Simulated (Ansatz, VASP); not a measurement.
**SrTe in VASP and in Ansatz**

Contents of INCAR:

```
SYSTEM = SrTe
PREC = Accurate ; ENCUT = 500
EDIFF = 1E-6 ; ISMEAR = 0
SIGMA = 0.05 ; LREAL = .FALSE.
LASPH = .TRUE. ; NELM = 200
ALGO = Normal ; ISIF = 2
LWAVE = .FALSE. ; LCHARG = .FALSE.
LNONCOLLINEAR = .TRUE. ; MAGMOM = 0 0 0 0 0 0
LORBIT = 11 ; LSORBIT = .TRUE.
GGA_COMPAT = .FALSE. ; LORBMOM = .TRUE.
GGA = PS ; NBANDS = 28
```

KPOINTS

```
regular mesh
0
G
  6 6 6
  0 0 0
```

Contents of POSCAR:

```
SrTe
1.0
    0.0000000000      3.1912783338      3.1912783338
    3.1912783338      0.0000000000      3.1912783338
    3.1912783338      3.1912783338      0.0000000000
Sr Te
1 1
Direct
    0.5000000000      0.5000000000      0.5000000000
    0.0000000000      0.0000000000      0.0000000000
```

Input for Ansatz:

```yaml
crystal:
  lattice:
    - [0.0, 3.1912783338, 3.1912783338]
    - [3.1912783338, 0.0, 3.1912783338]
    - [3.1912783338, 3.1912783338, 0.0]
  atoms:
    - { symbol: Sr, position: [0.5, 0.5, 0.5] }
    - { symbol: Te, position: [0.0, 0.0, 0.0] }
basis:
  ecutwfc: 420
  ecutrho_ratio: 4
kpoints:
  mp_grid: { grid: [6, 6, 6] }
hamiltonian:
  xc: pbesol
scf:
  occupations: { method: gaussian, width: 0.05 }
output:
  forces: true
  stress: true
  eigenvalues: true
  populations: true
  topological_invariants: true
magnetization:
  noncollinear: true
  spin_orbit: true
```

Alike in both runs: task single point; functional PBEsol; k mesh 6 × 6 × 6; occupations gaussian, width 0.05 eV; non-collinear spin, spin-orbit coupling.

```csv
,VASP,Ansatz
version,VASP 6.6.1,Ansatz 0.2.0
potentials or method,"VASP PAW PBE potentials, release 64 (Sr_sv, Te), cutoff 500 eV","plane waves, PAW"
valence electrons in the cell,16,26
```

```csv
,VASP,Ansatz,Ansatz less VASP
pressure (GPa),4.8,4.6,-0.21
net moment per atom (μB),0.00,0.00,0.000
```

VASP's potentials were made for PBE, not for PBEsol. VASP's potentials hold 16 valence electrons a cell and Ansatz's 26, so a difference there can come from the potentials and not from the codes.
